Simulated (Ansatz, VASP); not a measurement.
## K in VASP and in Ansatz

```
K
1.0
     0.00000    3.32386    3.32386
     3.32386    0.00000    3.32386
     3.32386    3.32386    0.00000
K
1
Direct
  0.00000 0.00000 0.00000
```

Alike in both runs: task relaxation of cell and atoms; functional PBE; k mesh 12 × 12 × 12; occupations gaussian, width 0.1 eV; no spin polarisation.

```csv
,VASP,Ansatz
version,VASP 6.6.1,Ansatz 0.2.0
potentials or method,"VASP PAW PBE potentials, release 64 (K_sv), cutoff 600 eV","scalar-relativistic, plane waves, PAW"
valence electrons in the cell,9,9
```

VASP gave:

| Quantity | Value |
| --- | --- |
| gap on the k mesh at the Fermi level, each at its own relaxed structure (eV) | none |
| relaxed volume (Å³/atom) | 73.58 |
| relaxed length of the cell vector where the two differ most in proportion (Å) | 4.703 |

Which values does Ansatz return?

gap on the k mesh at the Fermi level, each at its own relaxed structure (eV): none; relaxed volume (Å³/atom): 73.44; relaxed length of the cell vector where the two differ most in proportion (Å): 4.701.

A gap of «none» marks a metal or a gap that the smearing closes.
